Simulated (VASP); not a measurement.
Crystal: Al.

```xyz
1
Lattice="0.0000 2.0248 2.0248 2.0248 0.0000 2.0248 2.0248 2.0248 0.0000" Properties=species:S:1:pos:R:3 pbc="T T T"
Al    0.0000    0.0000    0.0000
```

```yaml
Program: VASP 6.6.1
Task: relaxation of cell and atoms
Functional: PBEsol
Potentials_or_basis: VASP PAW PBE potentials, release 64 (Al)
Cutoff: 500 eV
k_mesh: 13 × 13 × 13
Occupations: methfessel-paxton, width 0.1 eV
Spin: no spin polarisation
```

At the start: pressure -2.0 GPa; volume 16.60 Å³/atom.

Q: How do energy, volume and symmetry change on relaxing?

A: Over 3 steps the energy falls by 2.7 meV/atom and the volume is 16.17 Å³/atom (-2.6 %); space group Fm-3m (No. 225, to 0.1 Å) before and after.

Step by step:
```tsv
step	energy change (eV)	largest force (eV/Å)	pressure (GPa)	volume (Å³)
1	0.0000	0.0000	-1.98	16.60
2	-0.0026	0.0000	0.30	16.12
3	-0.0027	0.0000	0.00	16.17
```

Final structure:
```xyz
1
Lattice="0.0000 2.0073 2.0073 2.0073 0.0000 2.0073 2.0073 2.0073 0.0000" Properties=species:S:1:pos:R:3 pbc="T T T"
Al    0.0000    0.0000    0.0000
```

Caveat: the PAW data sets were made with another functional, which shifts forces and pressure a little.
